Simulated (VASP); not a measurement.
# Ag (P4/mmm) in VASP: further runs

Runs on Ag. Level: PBE. Tasks: single point, relaxation of cell and atoms.

Everything below comes from runs of VASP 6.6.1. Logs are shortened: lines on timing, memory, paths and dates and some standing lists are left out, and cuts for length are marked.

## 1. The cell of the first run

The structure is tetragonal, space group P4/mmm (No. 123). Conventional cell: a = 6.593 Å, b = 6.593 Å, c = 2.734 Å, α = 90.00°, β = 90.00°, γ = 90.00°. Within 3.6 Å of Ag (site symmetry m2m) lie 5 Ag at 2.70 to 2.76 Å.

The cell was generated, and may not be a known phase.

## 2. Single point, PBE

INCAR reads:

```
SYSTEM = Ag
PREC = Accurate
ENCUT = 520
EDIFF = 1E-7
ISMEAR = 0
SIGMA = 0.1
LREAL = .FALSE.
LASPH = .TRUE.
NELM = 60
ALGO = Fast
ISIF = 2
LWAVE = .FALSE.
LCHARG = .TRUE.
GGA = PE
LELF = .TRUE.
LVHAR = .TRUE.
NBANDS = 30
```

KPOINTS reads:

```
regular mesh
0
G
  4 4 6
  0 0 0
```

POSCAR reads:

```
Ag
1.0
    6.5927133867      0.0000000000      0.0000000000
    0.0000000000      6.5927133867      0.0000000000
    0.0000000000      0.0000000000      2.7337800364
Ag
4
Direct
    0.2044041570      0.5000000000      0.0000000000
    0.7955958430      0.5000000000      0.0000000000
    0.5000000000      0.2044041570      0.0000000000
    0.5000000000      0.7955958430      0.0000000000
```

Potentials or basis: VASP PAW PBE potentials, release 64 (Ag).

Run with:

```console
> cat potpaw_PBE.64/Ag/POTCAR > POTCAR
> mpirun -np 1 vasp_std > vasp.out
```

OUTCAR:

```text
SYSTEM = Ag
   PREC = Accurate
   ENCUT = 520
   EDIFF = 1E-7
   ISMEAR = 0
   LREAL = .FALSE.
   LASPH = .TRUE.
   NELM = 60
   ISIF = 2
   GGA = PE

 ion  position               nearest neighbor table
   1  0.204  0.500  0.000-   2 2.70   3 2.76   4 2.76
   2  0.796  0.500  0.000-   1 2.70   3 2.76   4 2.76
   3  0.500  0.204  0.000-   4 2.70   2 2.76   1 2.76
   4  0.500  0.796  0.000-   3 2.70   2 2.76   1 2.76

  LATTYP: Found a simple tetragonal cell.
 ALAT       =     6.5927133867
 C/A-ratio  =     0.4146669021

  Lattice vectors:

 A1 = (   6.5927133867,   0.0000000000,   0.0000000000)
 A2 = (   0.0000000000,   6.5927133867,   0.0000000000)
 A3 = (   0.0000000000,   0.0000000000,   2.7337800364)

Analysis of symmetry for initial positions (statically):
=====================================================================
 Subroutine PRICEL returns:
 Original cell was already a primitive cell.

 Routine SETGRP: Setting up the symmetry group for a
 simple tetragonal supercell.

 Subroutine GETGRP returns: Found 16 space group operations
 (whereof 16 operations were pure point group operations)
 out of a pool of 16 trial point group operations.

The static configuration has the point symmetry D_4h.

Analysis of symmetry for dynamics (positions and initial velocities):
=====================================================================
 Subroutine PRICEL returns:
 Original cell was already a primitive cell.

 Routine SETGRP: Setting up the symmetry group for a
 simple tetragonal supercell.

 Subroutine GETGRP returns: Found 16 space group operations
 (whereof 16 operations were pure point group operations)
 out of a pool of 16 trial point group operations.

The dynamic configuration has the point symmetry D_4h.

 Subroutine INISYM returns: Found 16 space group operations
 (whereof 16 operations are pure point group operations),
 and found     1 'primitive' translations

----------------------------------------------------------------------------------------

                                     Primitive cell

  volume of cell :     118.8207

  direct lattice vectors                    reciprocal lattice vectors
     6.592713387  0.000000000  0.000000000     0.151682614  0.000000000  0.000000000
     0.000000000  6.592713387  0.000000000     0.000000000  0.151682614  0.000000000
     0.000000000  0.000000000  2.733780036     0.000000000  0.000000000  0.365793878

  length of vectors
     6.592713387  6.592713387  2.733780036     0.151682614  0.151682614  0.365793878
[... 85 lines left out ...]
   LREAL  =      F    real-space projection
   EDIFFG = 0.1E-05   stopping-criterion for IOM
   NSW    =      0    number of steps for IOM
   IBRION =     -1    ionic relax: 0-MD 1-quasi-New 2-CG
   NFREE  =      0    steps in history (QN), initial steepest desc. (CG)
   ISIF   =      2    stress and relaxation
   ISYM   =      2    0-nonsym 1-usesym 2-fastsym
   POTIM  = 0.5000    time-step for ionic-motion
   TEBEG  =    0.0;   TEEND  =   0.0 temperature during run
   PSTRESS=    0.0 pullay stress
   NELECT =      44.0000    total number of electrons
   NUPDOWN=      -1.0000    fix difference up-down
   EMIN   =  10.00;   EMAX   =-10.00  energy-range for DOS
   EFERMI =   0.00;   METHOD = LEGACY
   ISMEAR =     0;   SIGMA  =   0.10  broadening in eV -4-tet -1-fermi 0-gaus
   EFERMI_NEDOS =   21; number of points for ismear=-14 and -15
   IALGO  =     68    algorithm
   IMIX   =      4    mixing-type and parameters
     AMIX     =   0.40;   BMIX     =  1.00
     AMIX_MAG =   1.60;   BMIX_MAG =  1.00
  volume/ion in A,a.u.               =      29.71       200.46
  Fermi-wavevector in a.u.,A,eV,Ry     =   1.175606  2.221573 18.803920  1.382049
  Thomas-Fermi vector in A             =   2.311984
   LORBIT       =      0    0 simple, 1 ext, 2 COOP (PROOUT), +10 PAW based schemes
   GGA     = PE    functional components
   LHFCALC =     F    Hartree Fock is set to
   AEXX    =    0.0000 exact exchange contribution
   IVDW    =     0    specifies the selected vdW correction
   LEPSILON=     F    determine dielectric tensor
   LRPA    =     F    only Hartree local field effects (RPA)
 non-spin polarized calculation
 RMM-DIIS sequential band-by-band and
 Gauss-broadening in eV      SIGMA  =   0.10
  energy-cutoff  :      520.00
  volume of cell :      118.82
 maximum number of plane-waves:      3226
 NGX is ok and might be reduce to    50
   NGX = 25   NGY = 25   NGZ = 11

 number of electron      43.9999999 magnetization

 Free energy of the ion-electron system (eV)
  ---------------------------------------------------
  ext. energy  EPLUGINS =         0.00000000
  ---------------------------------------------------
  free energy    TOTEN  =        -8.73843013 eV

  energy without entropy =       -8.72918389  energy(sigma->0) =       -8.73380701

 E-fermi :   2.8780     XC(G=0):  -8.5955

 val. band max:        2.8313854776   @ k =   0.2500   0.2500   0.3333
 cond. band min:       2.9073265121   @ k =   0.2500   0.0000   0.3333
 fundamental gap:      0.0759410345
 Fermi energy:         2.8779893867

 k-point     1 :       0.0000    0.0000    0.0000
  band No.  band energies     occupation
      1      -3.0334      2.00000
      2      -2.8045      2.00000
      3      -2.4209      2.00000
      4      -2.3799      2.00000
      5      -2.3799      2.00000
      6      -1.8898      2.00000
[... 781 lines left out ...]
     29      10.5820      0.00000
     30      11.2616      0.00000

------------------------ aborting loop because EDIFF is reached ----------------------------------------

  FORCE on cell =-STRESS in cart. coord.  units (eV):
  Direction    XX          YY          ZZ          XY          YZ          ZX
  --------------------------------------------------------------------------------------
  -------------------------------------------------------------------------------------
  Total       -0.0258290     -0.0258290     -0.2779712      0.0000000      0.0000000     -0.0000000
  in kB       -0.3482782     -0.3482782     -3.7481620      0.0000000      0.0000000     -0.0000000
  external PRESSURE =      -1.4815728 kB  Pullay stress =       0.0000000 kB

 VOLUME and BASIS-vectors are now :
 -----------------------------------------------------------------------------
  energy-cutoff  :      520.00
  volume of cell :      118.82
      direct lattice vectors                 reciprocal lattice vectors
     6.592713387  0.000000000  0.000000000     0.151682614  0.000000000  0.000000000
     0.000000000  6.592713387  0.000000000     0.000000000  0.151682614  0.000000000
     0.000000000  0.000000000  2.733780036     0.000000000  0.000000000  0.365793878

 POSITION                                       TOTAL-FORCE (eV/Angst)
 -----------------------------------------------------------------------------------
      1.34758      3.29636      0.00000        -0.021419     -0.000000     -0.000000
      5.24514      3.29636      0.00000         0.021419     -0.000000     -0.000000
      3.29636      1.34758      0.00000        -0.000000     -0.021419     -0.000000
      3.29636      5.24514      0.00000         0.000000      0.021419      0.000000
 -----------------------------------------------------------------------------------
    total drift:                                0.000000      0.000000     -0.000000

  FREE ENERGIE OF THE ION-ELECTRON SYSTEM (eV)
  ---------------------------------------------------
  free  energy   TOTEN  =        -8.7384301262 eV

  energy  without entropy=       -8.7291838894  energy(sigma->0) =       -8.73380701
```

stdout:

```text
POSCAR found type information on POSCAR Ag
 POSCAR found :  1 types and       4 ions
 scaLAPACK will be used
 LDA part: xc-table for (Slater+PW92), standard interpolation
 POSCAR, INCAR and KPOINTS ok, starting setup
 FFT: planning ... GRIDC
 FFT: planning ... GRID_SOFT
 FFT: planning ... GRID
 WAVECAR not read
 entering main loop
```

It took 64 s on 1 thread of Intel Xeon Platinum 8488C (Sapphire Rapids), shared host; peak memory 0.24 GiB.

What came out:

```
Free energy            : -8.7384 eV
Pressure               : -0.1 GPa
Largest force          : 0.021 eV/Å
Band gap on the k mesh : zero (bands 22 and 23 overlap by 4.79 eV)
```

Forces in eV/Å, atoms in the order of the input:
```
Ag  -0.021  0.000  0.000
Ag   0.021  0.000  0.000
Ag   0.000 -0.021  0.000
Ag   0.000  0.021  0.000
```

Caveat: the k points lie up to 0.38 Å⁻¹ apart, too coarse for converged energies and pressures of a metal.

## 3. Relaxation of cell and atoms, PBE

This run uses another cell than the first one, of 36.18 Å³/atom.

INCAR reads:

```
  PREC = Accurate
  ENCUT = 600
  EDIFF = 1E-7
  ISMEAR = 0
  SIGMA = 0.1
  LREAL = False
  LASPH = True
  NELM = 80
  ALGO = Fast
  ISIF = 3
  LWAVE = False
  LCHARG = False
  GGA = PE
  IBRION = 2
  NSW = 90
  EDIFFG = -0.04
```

KPOINTS reads:

```
Automatic mesh
0
Gamma
  4 4 4
```

POSCAR reads:

```
Ag
1.0
    5.9761290600      0.0000000000      0.0000000000
    0.0000000000      5.9761290600      0.0000000000
    0.0000000000      0.0000000000      4.0526125200
Ag
4
Direct
    0.1577016000      0.5000000000      0.0000000000
    0.8422984000      0.5000000000      0.0000000000
    0.5000000000      0.1577016000      0.0000000000
    0.5000000000      0.8422984000      0.0000000000
```

Potentials or basis: VASP PAW PBE potentials, release 64 (Ag).

Run with:

```console
> cat potpaw_PBE.64/Ag/POTCAR > POTCAR
> mpirun -np 1 vasp_std > vasp.out
```

Wall time 22 min (1 thread of Intel Xeon Platinum 8488C (Sapphire Rapids), shared host); peak memory 0.32 GiB.

It converged, with:

| Quantity | Value |
| --- | --- |
| Free energy | -8.9453 eV |
| Relaxed volume | 29.63 Å³/atom |
| Relaxed cell | a = 6.625 Å, b = 6.625 Å, c = 2.700 Å, α = 90.00°, β = 90.00°, γ = 90.00° |
| Space group after relaxing (to 0.1 Å) | P4/mmm (No. 123) |
| Pressure after relaxing | 0.0 GPa |
| Band gap on the k mesh | zero (bands 22 and 23 overlap by 5.01 eV) |

Forces in eV/Å, atoms in the order of the input:
```
Ag   0.002  0.000  0.000
Ag  -0.002  0.000  0.000
Ag   0.000  0.002  0.000
Ag   0.000 -0.002  0.000
```

Final structure:
```yaml
crystal:
  lattice:
    - [6.62471, 0.00000, 0.00000]
    - [0.00000, 6.62471, 0.00000]
    - [0.00000, 0.00000, 2.70032]
  atoms:
    - { symbol: Ag, position: [0.20378, 0.50000, 0.00000] }
    - { symbol: Ag, position: [0.79622, 0.50000, 0.00000] }
    - { symbol: Ag, position: [0.50000, 0.20378, 0.00000] }
    - { symbol: Ag, position: [0.50000, 0.79622, 0.00000] }
```

Levels at points of the mesh, in eV from the Fermi level:
```csv
k point,band 19,band 20,band 21,band 22,band 23,band 24,band 25,band 26
"(0.00, 0.00, 0.00)",-2.43,-2.43,-2.28,-0.89,-0.18,-0.18,0.49,3.29
"(0.50, 0.00, 0.00)",-2.67,-2.49,-2.46,-2.41,-0.23,0.60,1.81,2.81
"(0.50, 0.50, 0.00)",-2.53,-2.50,-2.30,-2.09,-2.09,0.52,4.01,4.01
"(0.00, 0.00, 0.50)",-1.90,-1.90,0.78,2.78,5.09,5.14,5.37,5.37
"(0.50, 0.00, 0.50)",-1.92,-1.77,1.57,2.72,2.96,3.66,5.16,6.22
"(0.50, 0.50, 0.50)",-2.34,-1.58,2.75,2.75,2.79,3.12,3.94,3.94
```

Caveat: the k points lie up to 0.58 Å⁻¹ apart in the final cell, too coarse for converged energies and pressures of a metal; the volume moved by over 15 % at a fixed basis, so the end points are rough.

## 4. Relaxation of cell and atoms, PBE

This run uses another cell than the first one, of 29.56 Å³/atom.

INCAR reads:

```
SYSTEM = Ag
PREC = Accurate
ENCUT = 600
EDIFF = 1E-6
ISMEAR = 0
SIGMA = 0.1
LREAL = .FALSE.
LASPH = .TRUE.
NELM = 60
ALGO = Normal
ISIF = 3
LWAVE = .FALSE.
LCHARG = .FALSE.
GGA = PE
IBRION = 2
NSW = 90
EDIFFG = -0.04
```

KPOINTS reads:

```
regular mesh
0
G
  4 4 6
  0 0 0
```

POSCAR reads:

```
Ag
1.0
    6.6127652643      0.0000000000      0.0000000000
    0.0000000000      6.6127652643      0.0000000000
    0.0000000000      0.0000000000      2.7039992276
Ag
4
Direct
    0.2037695068      0.5000000000      0.0000000000
    0.7962304932      0.5000000000      0.0000000000
    0.5000000000      0.2037695068      0.0000000000
    0.5000000000      0.7962304932      0.0000000000
```

Potentials or basis: VASP PAW PBE potentials, release 64 (Ag).

Run with:

```console
> cat potpaw_PBE.64/Ag/POTCAR > POTCAR
> mpirun -np 1 vasp_std > vasp.out
```

OUTCAR:

```text
SYSTEM = Ag
   PREC = Accurate
   ENCUT = 600
   EDIFF = 1E-6
   ISMEAR = 0
   LREAL = .FALSE.
   LASPH = .TRUE.
   NELM = 60
   ISIF = 3
   GGA = PE
   IBRION = 2
   NSW = 90
   EDIFFG = -0.04

 ion  position               nearest neighbor table
   1  0.204  0.500  0.000-   2 2.69   3 2.77   4 2.77
   2  0.796  0.500  0.000-   1 2.69   3 2.77   4 2.77
   3  0.500  0.204  0.000-   4 2.69   2 2.77   1 2.77
   4  0.500  0.796  0.000-   3 2.69   2 2.77   1 2.77

  LATTYP: Found a simple tetragonal cell.
 ALAT       =     6.6127652643
 C/A-ratio  =     0.4089059750

  Lattice vectors:

 A1 = (   6.6127652643,   0.0000000000,   0.0000000000)
[... 185 lines left out ...]

  FORCE on cell =-STRESS in cart. coord.  units (eV):
  Direction    XX          YY          ZZ          XY          YZ          ZX
  --------------------------------------------------------------------------------------
  -------------------------------------------------------------------------------------
  Total       -0.2431749     -0.2431749      0.8790006      0.0000000     -0.0000000     -0.0000000
  in kB       -3.2950080     -3.2950080     11.9104179      0.0000000     -0.0000000     -0.0000000
  external PRESSURE =       1.7734673 kB  Pullay stress =       0.0000000 kB
[... 63 lines left out ...]
--------------------------------------- Ionic step        3  -------------------------------------------

 number of electron      44.0000003 magnetization

 Free energy of the ion-electron system (eV)
  ---------------------------------------------------
  ext. energy  EPLUGINS =         0.00000000
  ---------------------------------------------------
  free energy    TOTEN  =        -8.73801770 eV

  energy without entropy =       -8.72876650  energy(sigma->0) =       -8.73339210

 E-fermi :   2.8835     XC(G=0):  -8.5998

 val. band max:        2.8363730758   @ k =   0.2500   0.2500   0.3333
 cond. band min:       2.9141233229   @ k =   0.2500   0.0000   0.3333
 fundamental gap:      0.0777502472
 Fermi energy:         2.8834692899

 k-point     1 :       0.0000    0.0000    0.0000
  band No.  band energies     occupation
      1      -3.0310      2.00000
      2      -2.8086      2.00000
      3      -2.4378      2.00000
      4      -2.3904      2.00000
      5      -2.3904      2.00000
      6      -1.8849      2.00000
[... 716 lines left out ...]
  FREE ENERGIE OF THE ION-ELECTRON SYSTEM (eV)
  ---------------------------------------------------
  free  energy   TOTEN  =        -8.7380177024 eV

  energy  without entropy=       -8.7287664980  energy(sigma->0) =       -8.73339210

 reached required accuracy - stopping structural energy minimisation
```

Wall time 1.7 min (1 thread of Intel Xeon Platinum 8488C (Sapphire Rapids), shared host); peak memory 0.29 GiB.

What came out:

* Free energy: -8.7380 eV
* Relaxed volume: 29.67 Å³/atom
* Relaxed cell: a = 6.597 Å, b = 6.597 Å, c = 2.727 Å, α = 90.00°, β = 90.00°, γ = 90.00°
* Space group after relaxing (to 0.1 Å): P4/mmm (No. 123)
* Energy gained by relaxing: 1.1 meV/atom
* Ionic steps: 3
* Pressure after relaxing: -0.1 GPa
* Largest force after relaxing: 0.015 eV/Å
* Band gap on the k mesh: zero (bands 22 and 23 overlap by 4.82 eV)

Forces on the atoms (eV/Å):
```
Ag   0.015  0.000  0.000
Ag  -0.015  0.000  0.000
Ag   0.000  0.015  0.000
Ag   0.000 -0.015  0.000
```

Step by step:
| step | energy change (eV) | largest force (eV/Å) | pressure (GPa) | volume (Å³) |
| --- | --- | --- | --- | --- |
| 1 | 0.0000 | 0.0305 | 0.18 | 118.24 |
| 2 | -0.0042 | 0.0118 | -0.17 | 118.80 |
| 3 | -0.0044 | 0.0153 | -0.09 | 118.69 |

Final structure:
```xyz
4
Lattice="6.5970 0.0000 0.0000 0.0000 6.5970 0.0000 0.0000 0.0000 2.7274" Properties=species:S:1:pos:R:3 pbc="T T T"
Ag    1.3455    3.2985    2.7274
Ag    5.2515    3.2985    0.0000
Ag    3.2985    1.3455    0.0000
Ag    3.2985    5.2515    0.0000
```

Caveat: the k points lie up to 0.38 Å⁻¹ apart in the final cell, too coarse for converged energies and pressures of a metal.

## 5. Single point, PBE

This run uses another cell than the first one, of 29.63 Å³/atom.

INCAR reads:

```
SYSTEM = Ag
PREC     = Accurate       ! precision mode
ENCUT    = 520            ! plane-wave cutoff, eV
EDIFF    = 1E-6           ! SCF threshold, eV
ISMEAR   = 0              ! smearing method
SIGMA    = 0.1            ! smearing width, eV
LREAL    = .FALSE.        ! projectors in reciprocal space
LASPH    = .TRUE.         ! aspherical terms in the spheres
NELM     = 60             ! most SCF steps
ALGO     = Fast           ! electronic algorithm
ISIF     = 2              ! what is computed and relaxed
LWAVE    = .FALSE.        ! write WAVECAR
LCHARG   = .FALSE.        ! write CHGCAR
GGA      = PE             ! functional
NBANDS   = 30             ! bands
```

KPOINTS reads:

```
regular mesh
0
G
  8 8 16
  0 0 0
```

POSCAR reads:

```
Ag
1.0
    6.5961163032      0.0000000000      0.0000000000
    0.0000000000      6.5961163032      0.0000000000
    0.0000000000      0.0000000000      2.7241357584
Ag
4
Direct
    0.2047103574      0.5000000000      0.0000000000
    0.7952896426      0.5000000000      0.0000000000
    0.5000000000      0.2047103574      0.0000000000
    0.5000000000      0.7952896426      0.0000000000
```

Run with:

```console
> cat potpaw_PBE.64/Ag/POTCAR > POTCAR
> mpirun -np 1 vasp_std > vasp.out
```

Run time: 3.9 min. Hardware: 1 thread of Intel Xeon Platinum 8488C (Sapphire Rapids), shared host; peak memory 0.45 GiB.

The run converged. Its results:

```
Free energy            : -8.7334 eV
Pressure               : -0.1 GPa
Band gap on the k mesh : zero (bands 22 and 23 overlap by 5.39 eV)
```

Levels at points of the mesh, in eV from the Fermi level:
```csv
k point,band 19,band 20,band 21,band 22,band 23,band 24,band 25,band 26
"(0.00, 0.00, 0.00)",-2.70,-2.70,-2.52,-1.11,-0.40,-0.40,0.26,3.06
"(0.50, 0.00, 0.00)",-2.92,-2.77,-2.73,-2.68,-0.45,0.39,1.57,2.60
"(0.50, 0.50, 0.00)",-2.80,-2.73,-2.57,-2.33,-2.33,0.26,3.83,3.83
"(0.00, 0.00, 0.50)",-2.18,-2.18,0.46,2.37,4.33,4.70,4.70,4.70
"(0.50, 0.00, 0.50)",-2.21,-2.05,1.26,2.44,2.56,3.25,4.73,4.79
"(0.50, 0.50, 0.50)",-2.61,-1.86,2.47,2.47,2.48,2.73,3.53,3.53
```

## 6. Summary

```csv
task,cell,k mesh,cutoff (eV),gap on the mesh (eV),pressure (GPa),relaxed volume (Å³/atom),largest force (eV/Å)
single point,"a = 6.593, b = 6.593, c = 2.734 Å, 4 atoms, atomic positions A",4 × 4 × 6,520,none,-0.1,-,0.02
relaxation of cell and atoms,"relaxed from a = 5.976, b = 5.976, c = 4.053 Å, 4 atoms, atomic positions B",4 × 4 × 4,600,none,0.0,29.63,-
relaxation of cell and atoms,"relaxed from a = 6.613, b = 6.613, c = 2.704 Å, 4 atoms, atomic positions C",4 × 4 × 6,600,none,-0.1,29.67,0.02
single point,"a = 6.596, b = 6.596, c = 2.724 Å, 4 atoms, atomic positions D",8 × 8 × 16,520,none,-0.1,-,-
```

Alike in all rows: level PBE; potentials or basis VASP PAW PBE potentials, release 64 (Ag); no spin polarisation; smearing gaussian 0.1 eV.

Caveats: some runs use coarse meshes; the volume moved by over 15 % at a fixed basis, so the end points are rough (at least some runs).

Absolute energies hang on the potentials; compare differences alone.

The gap in the log of VASP goes by the Fermi energy; the results here count the filled bands.